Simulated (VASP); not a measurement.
# F (Cmce) in VASP: notebook, part 2 of 2

VASP 6.6.1. The steps go on from the part before.

## Step 4: Single point, PBEsol (strain +0.015 along x and y, -0.015 along z)

File INCAR:

```
  PREC = Accurate
  ENCUT = 520
  EDIFF = 1E-6
  ISMEAR = 0
  SIGMA = 0.05
  LREAL = F
  LASPH = T
  NELM = 100
  ALGO = Normal
  ISIF = 2
  LWAVE = F
  LCHARG = F
  GGA = PS
  NBANDS = 22
```

File KPOINTS:

```
regular mesh
0
Gamma
  6 6 4
```

File POSCAR:

```
F
1.0
    3.5932197700     -2.1232795150      0.0000000000
    3.5932197700      2.1232795150      0.0000000000
    0.0000000000      0.0000000000      6.2800901100
F
4
Direct
    0.9125420000      0.0874580000      0.0960130000
    0.5874580000      0.4125420000      0.5960130000
    0.4125420000      0.5874580000      0.4039870000
    0.0874580000      0.9125420000      0.9039870000
```

Potentials or basis: VASP PAW PBE potentials, release 64 (F).

Launch:

```sh
$ cat potpaw_PBE.64/F/POTCAR > POTCAR
$ mpirun -np 1 vasp_std > vasp.out
```

OUTCAR:

```text
PREC = Accurate
   ENCUT = 520
   EDIFF = 1E-6
   ISMEAR = 0
   LREAL = F
   LASPH = T
   NELM = 100
   ISIF = 2
   GGA = PS

 ion  position               nearest neighbor table
   1  0.913  0.087  0.096-   4 1.42
   2  0.587  0.413  0.596-   3 1.42
   3  0.413  0.587  0.404-   2 1.42
   4  0.087  0.913  0.904-   1 1.42

  LATTYP: Found a base centered orthorhombic cell.
 ALAT       =     4.2465590300
 B/A-ratio  =     1.6922971020
 C/A-ratio  =     1.4788656099

  Lattice vectors:

 A1 = (  -3.5932197700,  -2.1232795150,   0.0000000000)
 A2 = (   3.5932197700,  -2.1232795150,   0.0000000000)
 A3 = (   0.0000000000,   0.0000000000,   6.2800901100)

Analysis of symmetry for initial positions (statically):
=====================================================================
 Subroutine PRICEL returns:
 Original cell was already a primitive cell.

 Routine SETGRP: Setting up the symmetry group for a
 base centered orthorhombic supercell.

 Subroutine GETGRP returns: Found  8 space group operations
 (whereof  4 operations were pure point group operations)
 out of a pool of  8 trial point group operations.

The static configuration has the point symmetry C_2h.
 The point group associated with its full space group is D_2h.

Analysis of symmetry for dynamics (positions and initial velocities):
=====================================================================
 Subroutine PRICEL returns:
 Original cell was already a primitive cell.

 Routine SETGRP: Setting up the symmetry group for a
 base centered orthorhombic supercell.

 Subroutine GETGRP returns: Found  8 space group operations
 (whereof  4 operations were pure point group operations)
 out of a pool of  8 trial point group operations.

The dynamic configuration has the point symmetry C_2h.
 The point group associated with its full space group is D_2h.

 Subroutine INISYM returns: Found  8 space group operations
 (whereof  4 operations are pure point group operations),
 and found     1 'primitive' translations

----------------------------------------------------------------------------------------

                                     Primitive cell

  volume of cell :      95.8268

  direct lattice vectors                    reciprocal lattice vectors
     3.593219770 -2.123279515  0.000000000     0.139150965 -0.235484776  0.000000000
     3.593219770  2.123279515  0.000000000     0.139150965  0.235484776  0.000000000
     0.000000000  0.000000000  6.280090110     0.000000000  0.000000000  0.159233384

  length of vectors
     4.173672749  4.173672749  6.280090110     0.273525265  0.273525265  0.159233384

  position of ions in fractional coordinates (direct lattice)
     0.912542000  0.087458000  0.096013000
     0.587458000  0.412542000  0.596013000
     0.412542000  0.587458000  0.403987000
     0.087458000  0.912542000  0.903987000

  ion indices of the primitive-cell ions
   primitive index   ion index
                 1           1
                 2           2
                 3           3
                 4           4

----------------------------------------------------------------------------------------

 KPOINTS: regular mesh

Automatic generation of k-mesh.
 Grid dimensions read from file:
 generate k-points for:    6    6    4

 Generating k-lattice:

  Cartesian coordinates                     Fractional coordinates (reciprocal lattice)
     0.023191828 -0.039247463  0.000000000     0.166666667  0.000000000  0.000000000
     0.023191828  0.039247463  0.000000000     0.000000000  0.166666667  0.000000000
     0.000000000  0.000000000  0.039808346     0.000000000  0.000000000  0.250000000

  Length of vectors
     0.045587544  0.045587544  0.039808346

  Shift w.r.t. Gamma in fractional coordinates (k-lattice)
     0.000000000  0.000000000  0.000000000

 Subroutine IBZKPT returns following result:
 ===========================================

 Found     39 irreducible k-points:

 Following reciprocal coordinates:
            Coordinates               Weight
  0.000000  0.000000  0.000000      1.000000
  0.166667  0.000000  0.000000      4.000000
  0.333333 -0.000000  0.000000      4.000000
  0.500000  0.000000  0.000000      2.000000
  0.166667  0.166667  0.000000      2.000000
  0.333333  0.166667  0.000000      4.000000
[... 16 lines left out ...]
  0.333333  0.333333  0.250000      4.000000
  0.500000  0.333333  0.250000      8.000000
 [... further k-points ...]
   k-points           NKPTS =     39   k-points in BZ     NKDIM =     39   number of bands    NBANDS=     22
   number of dos      NEDOS =    301   number of ions     NIONS =      4
   total plane-waves  NPLWV =  49152
   dimension x,y,z NGX =    32 NGY =   32 NGZ =   48
   dimension x,y,z NGXF=    64 NGYF=   64 NGZF=   96
   ions per type =               4
   NGX,Y,Z   is equivalent  to a cutoff of  12.75, 12.75, 12.71 a.u.
   NGXF,Y,Z  is equivalent  to a cutoff of  25.49, 25.49, 25.41 a.u.
 SYSTEM =  unknown system
   PREC   = accura    normal or accurate (medium, high low for compatibility)
   ISTART =      0    job   : 0-new  1-cont  2-samecut
   ICHARG =      2    charge: 1-file 2-atom 10-const
   ISPIN  =      1    spin polarized calculation?
   LNONCOLLINEAR =      F non collinear calculations
   LSORBIT =      F    spin-orbit coupling
   LASPH  =      T    aspherical Exc in radial PAW
   ENCUT  =  520.0 eV  38.22 Ry    6.18 a.u.   7.76  7.76 11.68*2*pi/ulx,y,z
   NELM   =    100;   NELMIN=  2; NELMDL= -5     # of ELM steps
   EDIFF  = 0.1E-05   stopping-criterion for ELM
   LREAL  =      F    real-space projection
   EDIFFG = 0.1E-04   stopping-criterion for IOM
   NSW    =      0    number of steps for IOM
   IBRION =     -1    ionic relax: 0-MD 1-quasi-New 2-CG
   NFREE  =      0    steps in history (QN), initial steepest desc. (CG)
   ISIF   =      2    stress and relaxation
   ISYM   =      2    0-nonsym 1-usesym 2-fastsym
   POTIM  = 0.5000    time-step for ionic-motion
   TEBEG  =    0.0;   TEEND  =   0.0 temperature during run
   PSTRESS=    0.0 pullay stress
   NELECT =      28.0000    total number of electrons
   NUPDOWN=      -1.0000    fix difference up-down
   EMIN   =  10.00;   EMAX   =-10.00  energy-range for DOS
   EFERMI =   0.00;   METHOD = LEGACY
   ISMEAR =     0;   SIGMA  =   0.05  broadening in eV -4-tet -1-fermi 0-gaus
   EFERMI_NEDOS =   21; number of points for ismear=-14 and -15
   IALGO  =     38    algorithm
   IMIX   =      4    mixing-type and parameters
     AMIX     =   0.40;   BMIX     =  1.00
     AMIX_MAG =   1.60;   BMIX_MAG =  1.00
  volume/ion in A,a.u.               =      23.96       161.67
  Fermi-wavevector in a.u.,A,eV,Ry     =   1.086339  2.052882 16.056666  1.180132
  Thomas-Fermi vector in A             =   2.222473
   LORBIT       =      0    0 simple, 1 ext, 2 COOP (PROOUT), +10 PAW based schemes
   GGA     = PS    functional components
   LHFCALC =     F    Hartree Fock is set to
   AEXX    =    0.0000 exact exchange contribution
   IVDW    =     0    specifies the selected vdW correction
   LEPSILON=     F    determine dielectric tensor
   LRPA    =     F    only Hartree local field effects (RPA)
 non-spin polarized calculation
 Gauss-broadening in eV      SIGMA  =   0.05
  energy-cutoff  :      520.00
  volume of cell :       95.83
 maximum number of plane-waves:      2593
   NGX = 15   NGY = 15   NGZ = 23

 number of electron      27.9999998 magnetization

 Free energy of the ion-electron system (eV)
  ---------------------------------------------------
  ext. energy  EPLUGINS =         0.00000000
  ---------------------------------------------------
  free energy    TOTEN  =        -7.78973059 eV

  energy without entropy =       -7.78973059  energy(sigma->0) =       -7.78973059

 E-fermi :  -6.3485     XC(G=0):  -5.8618

 val. band max:       -6.5998881341   @ k =   0.5000   0.5000   0.0000
 cond. band min:      -3.4529569314   @ k =   0.0000   0.0000   0.0000
 fundamental gap:      3.1469312027
 Fermi energy:        -6.3484737554

 k-point     1 :       0.0000    0.0000    0.0000
  band No.  band energies     occupation
      1     -31.3203      2.00000
      2     -31.2404      2.00000
      3     -25.0060      2.00000
      4     -24.8303      2.00000
      5     -12.9258      2.00000
      6     -12.6334      2.00000
[... 14 lines left out ...]
     21      11.2611      0.00000
     22      11.3289      0.00000
[... 552 lines left out ...]
  band No.  band energies     occupation
      1     -31.2978      2.00000
      2     -31.2511      2.00000
      3     -24.9691      2.00000
      4     -24.8680      2.00000
      5     -12.8611      2.00000
      6     -12.7004      2.00000
[... 14 lines left out ...]
     21       8.7356      0.00000
     22       9.1589      0.00000

 [... further k-points ...]
[... 5 lines left out ...]
  --------------------------------------------------------------------------------------
  -------------------------------------------------------------------------------------
  Total       -0.2820635     -0.4401406     -0.4791522      0.0000000      0.0000000      0.0000000
  in kB       -4.7159653     -7.3589389     -8.0111940      0.0000000      0.0000000      0.0000000
  external PRESSURE =      -6.6953661 kB  Pullay stress =       0.0000000 kB

 VOLUME and BASIS-vectors are now :
 -----------------------------------------------------------------------------
  energy-cutoff  :      520.00
  volume of cell :       95.83
      direct lattice vectors                 reciprocal lattice vectors
     3.593219770 -2.123279515  0.000000000     0.139150965 -0.235484776  0.000000000
     3.593219770  2.123279515  0.000000000     0.139150965  0.235484776  0.000000000
     0.000000000  0.000000000  6.280090110     0.000000000  0.000000000  0.159233384

 POSITION                                       TOTAL-FORCE (eV/Angst)
 -----------------------------------------------------------------------------------
      3.59322     -1.75188      0.60297         0.000000     -0.070278     -0.118708
      3.59322     -0.37140      3.74302         0.000000      0.070278     -0.118708
      3.59322      0.37140      2.53707         0.000000     -0.070278      0.118708
      3.59322      1.75188      5.67712         0.000000      0.070278      0.118708
 -----------------------------------------------------------------------------------
    total drift:                                0.000000      0.000000     -0.000000

  FREE ENERGIE OF THE ION-ELECTRON SYSTEM (eV)
  ---------------------------------------------------
  free  energy   TOTEN  =        -7.7897305929 eV

  energy  without entropy=       -7.7897305929  energy(sigma->0) =       -7.78973059
```

OSZICAR:

```text
N       E                     dE             d eps       ncg     rms          rms(c)
DAV:   1     0.195345149351E+03    0.19535E+03   -0.14206E+04  1724   0.111E+03
DAV:   2     0.159014472418E+01   -0.19376E+03   -0.18775E+03  2490   0.273E+02
DAV:   3    -0.945912412260E+01   -0.11049E+02   -0.10997E+02  1980   0.671E+01
DAV:   4    -0.953871783381E+01   -0.79594E-01   -0.79584E-01  1892   0.653E+00
DAV:   5    -0.953928241481E+01   -0.56458E-03   -0.56457E-03  1968   0.533E-01    0.111E+01
DAV:   6    -0.823055108398E+01    0.13087E+01   -0.45832E-01  1752   0.676E+00    0.631E+00
DAV:   7    -0.779226671727E+01    0.43828E+00   -0.61742E-01  1728   0.741E+00    0.702E-01
DAV:   8    -0.778958113495E+01    0.26856E-02   -0.80095E-02  1848   0.198E+00    0.115E-01
DAV:   9    -0.778962548940E+01   -0.44354E-04   -0.10057E-03  1986   0.237E-01    0.667E-02
DAV:  10    -0.778972475406E+01   -0.99265E-04   -0.25142E-04  1842   0.127E-01    0.256E-02
DAV:  11    -0.778973081702E+01   -0.60630E-05   -0.30098E-05  1938   0.479E-02    0.687E-03
DAV:  12    -0.778973059287E+01    0.22415E-06   -0.24346E-06  1890   0.125E-02
   1 F= -.77897306E+01 E0= -.77897306E+01  d E =-.952240E-14
```

stdout:

```text
POSCAR found type information on POSCAR F
 POSCAR found :  1 types and       4 ions
 scaLAPACK will be used
 -----------------------------------------------------------------------------
|                                                                             |
|                                                                             |
|     You enforced a specific xc type in the INCAR file but a different       |
|     I HOPE YOU KNOW WHAT YOU ARE DOING!                                     |
|                                                                             |
 -----------------------------------------------------------------------------

 LDA part: xc-table for (Slater+PW92), standard interpolation
 POSCAR, INCAR and KPOINTS ok, starting setup
 FFT: planning ... GRIDC
 FFT: planning ... GRID_SOFT
 FFT: planning ... GRID
 WAVECAR not read
 entering main loop
```

Run time: 24 s. Hardware: 1 thread of Intel Xeon Platinum 8559C (Emerald Rapids), shared host; peak memory 0.22 GiB.

What came out:

```
Free energy            : -7.7897 eV
Pressure               : -0.7 GPa
Largest force          : 0.138 eV/Å
Band gap on the k mesh : 3.15 eV
```

Forces in eV/Å, atoms in the order of the input:
```
F    0.000 -0.070 -0.119
F    0.000  0.070 -0.119
F    0.000 -0.070  0.119
F    0.000  0.070  0.119
```

Caveat: the cell differs from its parent crystal (strain +0.015 along x and y, -0.015 along z); this functional lacks dispersion, which holds the molecules together, so the pressure and a relaxed volume are unreliable; the PAW data sets were made with another functional, which shifts forces and pressure a little. A k mesh can miss the band edges.

## Step 5: Summary

```csv
cell,gap on the mesh (eV),pressure (GPa),largest force (eV/Å)
"a = 4.174, b = 4.174, c = 6.184 Å, angles 90.0, 90.0, 61.2°, 4 atoms",3.33,0.3,0.44
"a = 4.112, b = 4.112, c = 6.471 Å, angles 90.0, 90.0, 61.2°, 4 atoms",2.85,-2.1,0.98
"a = 4.174, b = 4.174, c = 6.280 Å, angles 90.0, 90.0, 61.2°, 4 atoms",3.15,-0.7,0.14
```

Alike in all rows: task single point; level PBEsol; potentials or basis VASP PAW PBE potentials, release 64 (F); no spin polarisation; k mesh 6 × 6 × 4; cutoff (eV) 520; smearing gaussian 0.05 eV.

Caveats: the PAW data sets were made with another functional, which shifts forces and pressure a little; this functional lacks dispersion, which holds the molecules together, so the pressure and a relaxed volume are unreliable (at least some runs).

Total energies depend on the potentials used, so only differences within one code and one set of settings carry meaning.
